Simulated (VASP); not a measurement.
# Na: single point with PBEsol

Crystal: Na.

```xyz
1
Lattice="-1.9841 1.9841 2.7315 1.9841 -1.9841 2.7315 1.9841 1.9841 -2.7315" Properties=species:S:1:pos:R:3 pbc="T T T"
Na    0.0000    0.0000    0.0000
```

This cell differs from its parent crystal: strained.

```
Program                : VASP 6.6.1
Task                   : single point
Functional             : PBEsol
Potentials or basis    : VASP PAW PBE potentials, release 64 (Na_pv)
Cutoff                 : 520 eV
k mesh                 : 14 × 14 × 14
Occupations            : gaussian, width 0.1 eV
Spin                   : no spin polarisation
Dipole correction      : no
Further INCAR settings : ALGO = Normal; EDIFF = 1e-07; NBANDS = 10
```

The pressure is -1.0 GPa.

Levels at points of the mesh, in eV from the Fermi level:
| k point | band 1 | band 2 | band 3 | band 4 | band 5 | band 6 | band 7 | band 8 |
| --- | --- | --- | --- | --- | --- | --- | --- | --- |
| (0.00, 0.00, 0.00) | -24.90 | -24.90 | -24.90 | -2.97 | 10.21 | 10.21 | 10.30 | 11.23 |
| (0.50, 0.00, 0.00) | -24.92 | -24.91 | -24.90 | 0.55 | 0.84 | 9.20 | 9.51 | 9.86 |
| (0.50, 0.50, 0.00) | -24.92 | -24.91 | -24.91 | 1.54 | 2.05 | 5.93 | 6.53 | 6.56 |
| (0.50, 0.50, 0.50) | -24.92 | -24.91 | -24.91 | 1.79 | 2.30 | 5.72 | 6.27 | 6.27 |

It took 52 s on 1 thread of AMD EPYC 7R13 Processor (Zen 3), with other jobs on the host, peak memory 0.19 GiB.

Caveat: the cell differs from its parent crystal (strained); the PAW data sets were made with another functional, which shifts forces and pressure a little.
